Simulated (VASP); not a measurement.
Wanted: the native input for a VASP 6.6.1 run.

```yaml
Task: single point
Functional: PBEsol
Potentials_or_basis: VASP PAW PBE potentials, release 64 (Os)
Cutoff: 520 eV
k_mesh: 18 × 18 × 12
Occupations: gaussian, width 0.15 eV
Spin: no spin polarisation
Dipole_correction: no
Further_INCAR_settings: ALGO = Normal; EDIFF = 1e-07; NBANDS = 15
```

The structure of Os lies in POSCAR:

```
Os
1.0
    2.8024524749      0.0000000000      0.0000000000
   -1.4012262375      2.4269950362      0.0000000000
    0.0000000000      0.0000000000      4.4276925000
Os
2
Direct
    0.3333333333      0.6666666667      0.2500000000
    0.6666666667      0.3333333333      0.7500000000
```

This cell differs from its parent crystal: strain +0.025 along x and y, +0.025 along z.

The input as run:

INCAR

```
PREC = Accurate
ENCUT = 520
EDIFF = 1E-7
ISMEAR = 0
SIGMA = 0.15
LREAL = F
LASPH = T
NELM = 80
ALGO = Normal
ISIF = 2
LWAVE = F
LCHARG = F
GGA = PS
NBANDS = 15
```

KPOINTS

```
Automatic mesh
0
Gamma
  18 18 12
```

Potentials or basis: VASP PAW PBE potentials, release 64 (Os).

Run with:

```console
$ cat potpaw_PBE.64/Os/POTCAR > POTCAR
$ mpirun -np 1 vasp_std > vasp.out
```

It gave:

The pressure is -29.0 GPa and the band gap on the k mesh is zero (bands 8 and 9 overlap by 3.50 eV).

Caveat: the cell differs from its parent crystal (strain +0.025 along x and y, +0.025 along z); the cell stands under tension; the PAW data sets were made with another functional, which shifts forces and pressure a little; spin-orbit coupling is left out, which moves the levels of the heavy elements.

It took 95 s on 1 thread of Intel Xeon 8259CL (shared host), peak memory 0.2 GiB.
